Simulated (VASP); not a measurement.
Set up this calculation in VASP 6.6.1, as the native input.

```yaml
Task: G0W0 quasiparticle levels
Functional: PBE
Potentials_or_basis: VASP PAW PBE potentials, release 64 (Li_GW, H_GW)
Cutoff: 500 eV
k_mesh: 6 × 6 × 6
Occupations: gaussian, width 0.01 eV
Spin: no spin polarisation
Dipole_correction: no
GW_scheme: G0W0
GW_iterations: 1
Cutoff_of_the_response_function: 150
Frequency_points: 96
Empty_bands: 67
Further_INCAR_settings: ALGO = EVGW0; EDIFF = 1e-08; NBANDS = 68
```

Crystal: LiH.

```
Li H
1.0
     0.00000    2.00299    2.00299
     2.00299    0.00000    2.00299
     2.00299    2.00299    0.00000
Li H
1 1
Direct
  0.00000 0.00000 0.00000
  0.50000 0.50000 0.50000
```

One way to write it, as run:

POSCAR

```
LiH
1.0
    0.0000000000      2.0029948411      2.0029948411
    2.0029948411      0.0000000000      2.0029948411
    2.0029948411      2.0029948411      0.0000000000
Li H
1 1
Direct
    0.0000000000      0.0000000000      0.0000000000
    0.5000000000      0.5000000000      0.5000000000
```

INCAR.step1

```
SYSTEM = LiH
PREC = Accurate
ENCUT = 500
EDIFF = 1E-8
ISMEAR = 0
SIGMA = 0.01
LREAL = .False.
LASPH = .True.
NELM = 80
ALGO = Normal
LWAVE = .True.
LCHARG = .False.
GGA = PE
```

INCAR.step2

```
SYSTEM = LiH
PREC = Accurate
ENCUT = 500
EDIFF = 1E-8
ISMEAR = 0
SIGMA = 0.01
LREAL = .False.
LASPH = .True.
NELM = 1
ALGO = Exact
LWAVE = .True.
LCHARG = .False.
GGA = PE
NBANDS = 68
LOPTICS = .True.
ISTART = 1
```

INCAR.step3

```
SYSTEM = LiH
PREC = Accurate
ENCUT = 500
EDIFF = 1E-8
ISMEAR = 0
SIGMA = 0.01
LREAL = .False.
LASPH = .True.
ALGO = EVGW0
LWAVE = .False.
LCHARG = .False.
GGA = PE
NELMGW = 1
NBANDS = 68
ENCUTGW = 150.0
NOMEGA = 96
PRECFOCK = Fast
ISTART = 1
NBANDSGW = 9
OMEGAMAX = 20
```

KPOINTS

```
Automatic mesh
0
Gamma
  6 6 6
  0 0 0
```

Potentials or basis: VASP PAW PBE potentials, release 64 (Li_GW, H_GW).

Launch:

```bash
$ cat potpaw_PBE.64/Li_GW/POTCAR potpaw_PBE.64/H_GW/POTCAR > POTCAR
$ cp INCAR.step1 INCAR
$ mpirun -np 1 vasp_std > vasp.out
$ cp INCAR.step2 INCAR
$ mpirun -np 1 vasp_std > vasp.out
$ cp INCAR.step3 INCAR
$ mpirun -np 1 vasp_std > vasp.out
```

Results of the run:

| Quantity | Value |
| --- | --- |
| Quasiparticle gap | 4.93 eV |
| Least direct quasiparticle gap | 4.93 eV |
| Band gap of the starting levels on the mesh | 2.98 eV |
| Least direct gap of the starting levels on the mesh | 2.98 eV |

Caveat: the k points lie up to 0.45 Å⁻¹ apart; bands, screening cutoff and mesh are small and nothing is extrapolated, so the quasiparticle values aren't converged.

Wall time 43 s on 1 thread of Intel(R) Xeon(R) 6975P-C (Granite Rapids), with other jobs on the host, peak memory 0.28 GiB.
